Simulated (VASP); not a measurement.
# O (R-3m) in VASP: notebook

The runs below take O through single point, with LDA, r2SCAN, PBE0, PBEsol.

Everything below comes from runs of VASP 6.6.1. Logs are shortened: lines on timing, memory, paths and dates and some standing lists are left out, and cuts for length are marked.

### 1 The cell of the first run

It takes space group R-3m (No. 166, trigonal). The conventional cell has a = 3.416 Å, b = 3.416 Å, c = 11.416 Å, α = 90.00°, β = 90.00°, γ = 120.00°. O (site symmetry 3m) has 1 O at 1.25 Å within 1.7 Å.

### 2 Single point, LDA

File INCAR:

```
SYSTEM = O
  PREC = Accurate
  ENCUT = 520
  EDIFF = 1E-6
  ISMEAR = 0
  SIGMA = 0.05
  LREAL = .FALSE.
  LASPH = .TRUE.
  NELM = 80
  ALGO = Normal
  ISIF = 2
  LWAVE = .FALSE.
  LCHARG = .FALSE.
  GGA = CA
  NBANDS = 13
```

File KPOINTS:

```
Automatic mesh
0
G
  9 9 9
  0 0 0
```

File POSCAR:

```
O
1.0
    1.7077983607      0.9859978433      3.8051945654
   -1.7077983607      0.9859978433      3.8051945654
    0.0000000000     -1.9719956865      3.8051945654
O
2
Direct
    0.0546147200      0.0546147200      0.0546147200
    0.9453852800      0.9453852800      0.9453852800
```

Potentials or basis: VASP PAW LDA potentials, release 64 (O).

Started as:

```bash
> cat potpaw_LDA.64/O/POTCAR > POTCAR
> mpirun -np 1 vasp_std > vasp.out
```

OUTCAR:

```text
SYSTEM = O
   PREC = Accurate
   ENCUT = 520
   EDIFF = 1E-6
   ISMEAR = 0
   LREAL = .FALSE.
   LASPH = .TRUE.
   NELM = 80
   ISIF = 2
   GGA = CA

 ion  position               nearest neighbor table
   1  0.055  0.055  0.055-   2 1.25
   2  0.945  0.945  0.945-   1 1.25

  LATTYP: Found a trigonal (rhomboedric) cell.
 ALAT       =     4.2858222861
 COS(alpha) =     0.6824333683

  Lattice vectors:

 A1 = (   1.7077983607,   0.9859978433,   3.8051945654)
 A2 = (  -1.7077983607,   0.9859978433,   3.8051945654)
 A3 = (   0.0000000000,  -1.9719956865,   3.8051945654)

Analysis of symmetry for initial positions (statically):
=====================================================================
 Subroutine PRICEL returns:
 Original cell was already a primitive cell.

 Routine SETGRP: Setting up the symmetry group for a
 trigonal (rhombohedral) supercell.

 Subroutine GETGRP returns: Found 12 space group operations
 (whereof 12 operations were pure point group operations)
 out of a pool of 12 trial point group operations.

The static configuration has the point symmetry D_3d.

Analysis of symmetry for dynamics (positions and initial velocities):
=====================================================================
 Subroutine PRICEL returns:
 Original cell was already a primitive cell.

 Routine SETGRP: Setting up the symmetry group for a
 trigonal (rhombohedral) supercell.

 Subroutine GETGRP returns: Found 12 space group operations
 (whereof 12 operations were pure point group operations)
 out of a pool of 12 trial point group operations.

The dynamic configuration has the point symmetry D_3d.

 Subroutine INISYM returns: Found 12 space group operations
 (whereof 12 operations are pure point group operations),
 and found     1 'primitive' translations

----------------------------------------------------------------------------------------

                                     Primitive cell

  volume of cell :      38.4451

  direct lattice vectors                    reciprocal lattice vectors
     1.707798361  0.985997843  3.805194565     0.292774611  0.169033500  0.087599550
    -1.707798361  0.985997843  3.805194565    -0.292774611  0.169033500  0.087599550
     0.000000000 -1.971995686  3.805194565     0.000000000 -0.338067000  0.087599550

  length of vectors
     4.285822286  4.285822286  4.285822286     0.349231983  0.349231983  0.349231983

[... 83 lines left out ...]
   NSW    =      0    number of steps for IOM
   IBRION =     -1    ionic relax: 0-MD 1-quasi-New 2-CG
   NFREE  =      0    steps in history (QN), initial steepest desc. (CG)
   ISIF   =      2    stress and relaxation
   ISYM   =      2    0-nonsym 1-usesym 2-fastsym
   POTIM  = 0.5000    time-step for ionic-motion
   TEBEG  =    0.0;   TEEND  =   0.0 temperature during run
   PSTRESS=    0.0 pullay stress
   NELECT =      12.0000    total number of electrons
   NUPDOWN=      -1.0000    fix difference up-down
   EMIN   =  10.00;   EMAX   =-10.00  energy-range for DOS
   EFERMI =   0.00;   METHOD = LEGACY
   ISMEAR =     0;   SIGMA  =   0.05  broadening in eV -4-tet -1-fermi 0-gaus
   EFERMI_NEDOS =   21; number of points for ismear=-14 and -15
   IALGO  =     38    algorithm
   IMIX   =      4    mixing-type and parameters
     AMIX     =   0.40;   BMIX     =  1.00
     AMIX_MAG =   1.60;   BMIX_MAG =  1.00
  volume/ion in A,a.u.               =      19.22       129.72
  Fermi-wavevector in a.u.,A,eV,Ry     =   1.110508  2.098556 16.779086  1.233228
  Thomas-Fermi vector in A             =   2.247060
   LORBIT       =      0    0 simple, 1 ext, 2 COOP (PROOUT), +10 PAW based schemes
   GGA     = CA    functional components
   LHFCALC =     F    Hartree Fock is set to
   AEXX    =    0.0000 exact exchange contribution
   IVDW    =     0    specifies the selected vdW correction
   LEPSILON=     F    determine dielectric tensor
   LRPA    =     F    only Hartree local field effects (RPA)
 non-spin polarized calculation
 Gauss-broadening in eV      SIGMA  =   0.05
  energy-cutoff  :      520.00
  volume of cell :       38.45
 maximum number of plane-waves:      1055
   NGX = 15   NGY = 15   NGZ = 15

 number of electron      11.9999996 magnetization

 Free energy of the ion-electron system (eV)
  ---------------------------------------------------
  ext. energy  EPLUGINS =         0.00000000
  ---------------------------------------------------
  free energy    TOTEN  =        -9.96126870 eV

  energy without entropy =       -9.95410838  energy(sigma->0) =       -9.95768854

 E-fermi :  -2.7537     XC(G=0):  -7.6526

 val. band max:       -2.7562027915   @ k =  -0.3333   0.3333   0.1111
 cond. band min:      -2.7502989909   @ k =   0.2222   0.0000   0.0000
 fundamental gap:      0.0059038006
 Fermi energy:        -2.7536987478

 k-point     1 :       0.0000    0.0000    0.0000
  band No.  band energies     occupation
      1     -28.3389      2.00000
      2     -16.1898      2.00000
      3     -10.2233      2.00000
      4      -8.7306      2.00000
      5      -8.7306      2.00000
      6      -2.5644      0.00000
      7      -2.5644      0.00000
      8       3.3179      0.00000
      9       6.7255      0.00000
     10      10.0836      0.00000
     11      12.1865      0.00000
     12      14.6518      0.00000
     13      14.6518      0.00000
[... 354 lines left out ...]
  band No.  band energies     occupation
      1     -28.2520      2.00000
      2     -16.3060      2.00000
      3      -9.5764      2.00000
      4      -9.4065      2.00000
      5      -8.9682      2.00000
      6      -3.2632      2.00000
      7      -2.4850      0.00000
      8       5.2450      0.00000
      9       7.1547      0.00000
     10       8.8801      0.00000
     11       9.4423      0.00000
     12      12.0695      0.00000
     13      14.5843      0.00000

 [... further k-points ...]
[... 5 lines left out ...]
  --------------------------------------------------------------------------------------
  -------------------------------------------------------------------------------------
  Total       -1.2208537     -1.2208537     -2.7511215      0.0000000     -0.0000000      0.0000000
  in kB      -50.8784092    -50.8784092   -114.6514853      0.0000000     -0.0000000      0.0000000
  external PRESSURE =     -72.1361012 kB  Pullay stress =       0.0000000 kB

 VOLUME and BASIS-vectors are now :
 -----------------------------------------------------------------------------
  energy-cutoff  :      520.00
  volume of cell :       38.45
      direct lattice vectors                 reciprocal lattice vectors
     1.707798361  0.985997843  3.805194565     0.292774611  0.169033500  0.087599550
    -1.707798361  0.985997843  3.805194565    -0.292774611  0.169033500  0.087599550
     0.000000000 -1.971995686  3.805194565     0.000000000 -0.338067000  0.087599550

 POSITION                                       TOTAL-FORCE (eV/Angst)
 -----------------------------------------------------------------------------------
      0.00000      0.00000      0.62346         0.000000     -0.000000     -1.777564
      0.00000      0.00000     10.79212         0.000000      0.000000      1.777564
 -----------------------------------------------------------------------------------
    total drift:                               -0.000000     -0.000000      0.000000

  FREE ENERGIE OF THE ION-ELECTRON SYSTEM (eV)
  ---------------------------------------------------
  free  energy   TOTEN  =        -9.9612687036 eV

  energy  without entropy=       -9.9541083769  energy(sigma->0) =       -9.95768854
```

OSZICAR:

```text
N       E                     dE             d eps       ncg     rms          rms(c)
DAV:   1     0.417764855911E+02    0.41776E+02   -0.57777E+03  2218   0.798E+02
DAV:   2    -0.821801774917E+01   -0.49995E+02   -0.48297E+02  2976   0.171E+02
DAV:   3    -0.102419044278E+02   -0.20239E+01   -0.19716E+01  2450   0.327E+01
DAV:   4    -0.102514650199E+02   -0.95606E-02   -0.95540E-02  2575   0.264E+00
DAV:   5    -0.102515122564E+02   -0.47236E-04   -0.47236E-04  2513   0.180E-01    0.429E+00
DAV:   6    -0.100177786850E+02    0.23373E+00   -0.18689E-01  2570   0.396E+00    0.225E+00
DAV:   7    -0.996013798145E+01    0.57641E-01   -0.17485E-01  2490   0.369E+00    0.422E-01
DAV:   8    -0.996128954636E+01   -0.11516E-02   -0.17008E-02  2240   0.999E-01    0.619E-02
DAV:   9    -0.996126453200E+01    0.25014E-04   -0.17506E-04  2658   0.120E-01    0.243E-02
DAV:  10    -0.996126790655E+01   -0.33746E-05   -0.20025E-05  2348   0.362E-02    0.729E-03
DAV:  11    -0.996126901393E+01   -0.11074E-05   -0.36342E-06  2415   0.176E-02    0.506E-03
DAV:  12    -0.996126870355E+01    0.31037E-06   -0.81867E-07  1175   0.817E-03
   1 F= -.99612687E+01 E0= -.99576885E+01  d E =-.716033E-02
```

Run time: 11 s. Hardware: 1 thread of Intel Xeon 6975P-C (Granite Rapids), shared host; peak memory 0.16 GiB.

What came out:

```
Free energy            : -9.9613 eV
Pressure               : -7.2 GPa
Largest force          : 1.778 eV/Å
Band gap on the k mesh : zero (bands 6 and 7 overlap by 0.46 eV)
```

Forces on the atoms (eV/Å):
```
O    0.000  0.000 -1.778
O    0.000  0.000  1.778
```

Levels at points of the mesh, in eV from the Fermi level:
| k point | band 3 | band 4 | band 5 | band 6 | band 7 | band 8 | band 9 | band 10 |
| --- | --- | --- | --- | --- | --- | --- | --- | --- |
| (0.00, 0.00, 0.00) | -7.47 | -5.98 | -5.98 | 0.19 | 0.19 | 6.07 | 9.48 | 12.84 |

Caveat: the standard files for N, O and F lose accuracy on very short bonds; spin is off for a triplet molecule; the cell stands under tension; forces of over 1 eV/Å act on the atoms, so gaps and moduli don't describe the material at rest.

### 3 Single point, r2SCAN

This run uses another cell than the first one, of 18.13 Å³/atom.

File POSCAR:

```
O
1.0
    1.6749479049      0.9670316238      3.7319995215
   -1.6749479049      0.9670316238      3.7319995215
    0.0000000000     -1.9340632475      3.7319995215
O
2
Direct
    0.0546147200      0.0546147200      0.0546147200
    0.9453852800      0.9453852800      0.9453852800
```

File INCAR.step1:

```
SYSTEM = O
PREC = Accurate ; ENCUT = 520
ISMEAR = 0 ; SIGMA = 0.05
LREAL = .FALSE. ; LASPH = .TRUE.
NELM = 60 ; NBANDS = 13
GGA = PE ; ALGO = Normal
EDIFF = 1E-4 ; LWAVE = .TRUE.
LCHARG = .FALSE.
```

File INCAR.step2:

```
SYSTEM = O
PREC = Accurate ; ENCUT = 520
EDIFF = 1E-7 ; ISMEAR = 0
SIGMA = 0.05 ; LREAL = .FALSE.
LASPH = .TRUE. ; NELM = 60
ALGO = Normal ; ISIF = 2
LWAVE = .FALSE. ; LCHARG = .FALSE.
METAGGA = R2SCAN ; LMIXTAU = .TRUE.
NBANDS = 13 ; ISTART = 1
```

KPOINTS is that of step 2.

Potentials or basis: VASP PAW PBE potentials, release 64 (O).

Started as:

```bash
> cat potpaw_PBE.64/O/POTCAR > POTCAR
> cp INCAR.step1 INCAR
> mpirun -np 1 vasp_std > vasp.out
> cp INCAR.step2 INCAR
> mpirun -np 1 vasp_std > vasp.out
```

Wall time 50 s (1 thread of Intel Xeon 6975P-C (Granite Rapids), shared host); peak memory 0.19 GiB.

It converged, with:

```
Free energy            : -10.6250 eV
Pressure               : -3.6 GPa
Largest force          : 0.140 eV/Å
Band gap on the k mesh : zero (bands 6 and 7 overlap by 0.51 eV)
```

Forces on the atoms (eV/Å):
```
O    0.000  0.000  0.140
O    0.000  0.000 -0.140
```

Stress tensor (GPa, compression positive):
```
-5.09  0.00  0.00
 0.00 -5.09  0.00
 0.00  0.00 -0.66
```

Levels at points of the mesh, in eV from the Fermi level:
```
           k point  band 4  band 5  band 6  band 7  band 8  band 9
(0.00, 0.00, 0.00)   -6.62   -6.62    0.21    0.21    6.99   11.03
```

Caveat: the standard files for N, O and F lose accuracy on very short bonds; spin is off for a triplet molecule; the cell stands under tension; the PAW data sets were made with another functional, which shifts forces and pressure a little.

### 4 Single point, PBE0

This run uses another cell than the first one, of 18.13 Å³/atom.

File POSCAR:

```
O
1.0
    1.6749479050      0.9670316238      3.7319995200
   -1.6749479050      0.9670316238      3.7319995200
    0.0000000000     -1.9340632477      3.7319995200
O
2
Direct
    0.0546147200      0.0546147200      0.0546147200
    0.9453852800      0.9453852800      0.9453852800
```

File INCAR.step1:

```
ALGO = Normal
EDIFF = 1E-5
ENCUT = 520
GGA = PE
GGA_COMPAT = False
ISIF = 2
ISMEAR = -1
LASPH = True
LCHARG = False
LREAL = False
LWAVE = True
NBANDS = 13
NELM = 120
PREC = Accurate
SIGMA = 0.05
```

File INCAR.step2:

```
AEXX = 0.25
ALGO = Normal
EDIFF = 1E-6
ENCUT = 520
GGA = PE
GGA_COMPAT = False
ISIF = 2
ISMEAR = -1
ISTART = 1
LASPH = True
LCHARG = False
LHFCALC = True
LREAL = False
LWAVE = False
NBANDS = 13
NELM = 120
PREC = Accurate
PRECFOCK = Normal
SIGMA = 0.05
```

File KPOINTS:

```
k-points
0
Gamma
  5 5 5
```

Potentials or basis: VASP PAW PBE potentials, release 64 (O).

Started as:

```bash
> cat potpaw_PBE.64/O/POTCAR > POTCAR
> cp INCAR.step1 INCAR
> mpirun -np 1 vasp_std > vasp.out
> cp INCAR.step2 INCAR
> mpirun -np 1 vasp_std > vasp.out
```

OUTCAR:

```text
AEXX = 0.25
   EDIFF = 1E-6
   ENCUT = 520
   GGA = PE
   ISIF = 2
   ISMEAR = -1
   ISTART = 1
   LASPH = True
   LHFCALC = True
   LREAL = False
   NELM = 120
   PREC = Accurate
   PRECFOCK = Normal

 ion  position               nearest neighbor table
   1  0.055  0.055  0.055-   2 1.22
   2  0.945  0.945  0.945-   1 1.22

  LATTYP: Found a trigonal (rhomboedric) cell.
 ALAT       =     4.2033820982
 COS(alpha) =     0.6824333680

  Lattice vectors:

[... 490 lines left out ...]
------------------------ aborting loop because EDIFF is reached ----------------------------------------

  FORCE on cell =-STRESS in cart. coord.  units (eV):
  Direction    XX          YY          ZZ          XY          YZ          ZX
  --------------------------------------------------------------------------------------
  -------------------------------------------------------------------------------------
  Total       -1.0925494     -1.0925494     -1.7365857      0.0000000      0.0000000      0.0000000
  in kB      -48.2632825    -48.2632825    -76.7135359      0.0000000      0.0000000      0.0000000
  external PRESSURE =     -57.7467003 kB  Pullay stress =       0.0000000 kB

 VOLUME and BASIS-vectors are now :
 -----------------------------------------------------------------------------
  energy-cutoff  :      520.00
  volume of cell :       36.27
      direct lattice vectors                 reciprocal lattice vectors
     1.674947905  0.967031624  3.731999520     0.298516747  0.172348724  0.089317625
    -1.674947905  0.967031624  3.731999520    -0.298516747  0.172348724  0.089317625
     0.000000000 -1.934063248  3.731999520     0.000000000 -0.344697448  0.089317625

 POSITION                                       TOTAL-FORCE (eV/Angst)
 -----------------------------------------------------------------------------------
      0.00000     -0.00000      0.61147         0.000000      0.000000     -1.025544
      0.00000     -0.00000     10.58453         0.000000     -0.000000      1.025544
 -----------------------------------------------------------------------------------
    total drift:                               -0.000000     -0.000000      0.000000

  FREE ENERGIE OF THE ION-ELECTRON SYSTEM (eV)
  ---------------------------------------------------
  free  energy   TOTEN  =       -12.8848388099 eV

  energy  without entropy=      -12.8820486329  energy(sigma->0) =      -12.88344372
```

OSZICAR.step1:

```text
N       E                     dE             d eps       ncg     rms          rms(c)
DAV:   1     0.439196722657E+02    0.43920E+02   -0.58111E+03   494   0.804E+02
DAV:   2    -0.752602894350E+01   -0.51446E+02   -0.49381E+02   684   0.176E+02
DAV:   3    -0.942935903916E+01   -0.19033E+01   -0.18690E+01   579   0.330E+01
DAV:   4    -0.943728338314E+01   -0.79243E-02   -0.79207E-02   554   0.251E+00
DAV:   5    -0.943732288743E+01   -0.39504E-04   -0.39504E-04   579   0.171E-01    0.445E+00
DAV:   6    -0.919936318470E+01    0.23796E+00   -0.20367E-01   534   0.415E+00    0.233E+00
DAV:   7    -0.915039120181E+01    0.48972E-01   -0.18828E-01   584   0.385E+00    0.463E-01
DAV:   8    -0.915275951210E+01   -0.23683E-02   -0.17213E-02   499   0.105E+00    0.915E-02
DAV:   9    -0.915284887471E+01   -0.89363E-04   -0.12077E-04   584   0.106E-01    0.277E-02
DAV:  10    -0.915286012318E+01   -0.11248E-04   -0.24896E-05   524   0.426E-02    0.990E-03
DAV:  11    -0.915286179635E+01   -0.16732E-05   -0.51557E-06   518   0.201E-02
   1 F= -.91528618E+01 E0= -.91320225E+01  d E =-.416787E-01
```

Wall time 7.2 min (1 thread of Intel Xeon Platinum 8488C (Sapphire Rapids), shared host); peak memory 0.17 GiB.

Results:

- Free energy: -12.8848 eV
- Pressure: -5.8 GPa
- Largest force: 1.026 eV/Å
- Band gap on the k mesh: zero (bands 6 and 7 overlap by 1.45 eV)

Forces on the atoms (eV/Å):
```
O    0.000  0.000 -1.026
O    0.000  0.000  1.026
```

Stress tensor (GPa, compression positive):
```
-4.83  0.00  0.00
 0.00 -4.83  0.00
 0.00  0.00 -7.67
```

Levels at points of the mesh, in eV from the Fermi level:
| k point | band 3 | band 4 | band 5 | band 6 | band 7 | band 8 | band 9 | band 10 |
| --- | --- | --- | --- | --- | --- | --- | --- | --- |
| (0.00, 0.00, 0.00) | -9.45 | -7.87 | -7.87 | 0.80 | 0.80 | 7.63 | 12.56 | 14.75 |

Caveat: the k points lie up to 0.45 Å⁻¹ apart, too coarse for converged energies and pressures of a metal; the standard files for N, O and F lose accuracy on very short bonds; spin is off for a triplet molecule; this functional lacks dispersion, which holds the molecules together, so the pressure and a relaxed volume are unreliable; the PAW data sets were made with another functional, which shifts forces and pressure a little.

### 5 Single point, PBEsol

This run uses another cell than the first one, of 7.31 Å³/atom.

File INCAR:

```
PREC     = Accurate       # precision mode
ENCUT    = 520            # plane-wave cutoff, eV
EDIFF    = 1E-7           # SCF threshold, eV
ISMEAR   = -1             # smearing method
SIGMA    = 0.05           # smearing width, eV
LREAL    = F              # projectors in reciprocal space
LASPH    = T              # aspherical terms in the spheres
NELM     = 80             # most SCF steps
ALGO     = Normal         # electronic algorithm
ISIF     = 2              # what is computed and relaxed
LWAVE    = F              # write WAVECAR
LCHARG   = F              # write CHGCAR
GGA      = PS             # functional
NBANDS   = 13             # bands
```

File KPOINTS:

```
Automatic mesh
0
Gamma
  9 9 9
```

File POSCAR:

```
O
1.0
    1.1306889908      0.6528035932      3.2999541816
   -1.1306889908      0.6528035932      3.2999541816
    0.0000000000     -1.3056071864      3.2999541816
O
2
Direct
    0.0603039388      0.0603039388      0.0603039388
    0.9396960612      0.9396960612      0.9396960612
```

Started as:

```bash
> cat potpaw_PBE.64/O/POTCAR > POTCAR
> mpirun -np 1 vasp_std > vasp.out
```

Run time: 41 s. Hardware: 1 thread of Intel Xeon 8259CL, shared host; peak memory 0.15 GiB.

The run converged. Its results:

| Property | Result |
| --- | --- |
| Free energy | -9.8576 eV |
| Pressure | 36.7 GPa |
| Largest force | 1.651 eV/Å |
| Band gap on the k mesh | zero (bands 6 and 7 overlap by 3.73 eV) |

Forces in eV/Å, atoms in the order of the input:
```
O    0.000  0.000  1.651
O    0.000  0.000 -1.651
```

Stress tensor (GPa, compression positive):
```
29.72  0.00  0.00
 0.00 29.72  0.00
 0.00  0.00 50.51
```

Levels at points of the mesh, in eV from the Fermi level:
```csv
k point,band 3,band 4,band 5,band 6,band 7,band 8,band 9,band 10
"(0.00, 0.00, 0.00)",-11.20,-4.52,-4.52,1.97,1.97,11.34,13.82,16.64
```

Caveat: the k points lie up to 0.36 Å⁻¹ apart, too coarse for converged energies and pressures of a metal; the standard files for N, O and F lose accuracy on very short bonds; spin is off for a triplet molecule; this functional lacks dispersion, which holds the molecules together, so the pressure and a relaxed volume are unreliable; the PAW data sets were made with another functional, which shifts forces and pressure a little.

(Part 1 of 2 ends here.)
